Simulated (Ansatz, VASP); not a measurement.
## One calculation of C, two programs

File INCAR:

```
SYSTEM = C
PREC = Accurate
ENCUT = 520
EDIFF = 1E-7
ISMEAR = 0
SIGMA = 0.05
LREAL = .FALSE.
LASPH = .TRUE.
NELM = 100
ALGO = Normal
ISIF = 2
LWAVE = .FALSE.
LCHARG = .TRUE.
GGA = PS
IVDW = 12
LELF = .TRUE.
LVHAR = .TRUE.
NBANDS = 11
```

Contents of KPOINTS:

```
regular mesh
0
G
  15 15 15
  0 0 0
```

Contents of POSCAR:

```
C
1.0
    1.2496570437      0.7214898306      3.3384014311
   -1.2496570437      0.7214898306      3.3384014311
    0.0000000000     -1.4429796611      3.3384014311
C
2
Direct
    0.1665835217      0.1665835217      0.1665835217
    0.8334164783      0.8334164783      0.8334164783
```

Input for Ansatz:

```yaml
crystal:
  lattice:
    - [1.2496570437, 0.7214898306, 3.3384014311]
    - [-1.2496570437, 0.7214898306, 3.3384014311]
    - [0.0, -1.4429796611, 3.3384014311]
  atoms:
    - { symbol: C, position: [0.1665835217, 0.1665835217, 0.1665835217] }
    - { symbol: C, position: [0.8334164783, 0.8334164783, 0.8334164783] }
basis:
  ecutwfc: 520.0
kpoints:
  mp_grid: { grid: [15, 15, 15] }
hamiltonian:
  xc: pbesol
  dispersion: d3bj
scf:
  occupations: { method: gaussian, width: 0.05 }
output:
  forces: true
  stress: true
  eigenvalues: true
```

Change from the starting cell: mode 5 frozen in at +0.000 Å, equal normal strain along x, y and z +0.0167.

Alike in both runs: task single point; functional PBEsol; dispersion D3(BJ); k mesh 15 × 15 × 15; occupations gaussian, width 0.05 eV; no spin polarisation.

```csv
,VASP,Ansatz
version,VASP 6.6.1,Ansatz 0.2.0
potentials or method,"VASP PAW PBE potentials, release 64 (C), cutoff 520 eV","scalar-relativistic, plane waves, PAW"
valence electrons in the cell,8,8
```

```csv
,VASP,Ansatz,Ansatz less VASP
gap on the k mesh at the Fermi level (eV),0.70,0.70,-0.001
least direct gap on the mesh (eV),0.70,0.70,-0.001
pressure (GPa),-13.0,-13.7,-0.62
"traceless stress, the component that is largest in VASP (GPa)",12.50,13.18,+0.687
```

VASP's potentials were made for PBE, not for PBEsol.
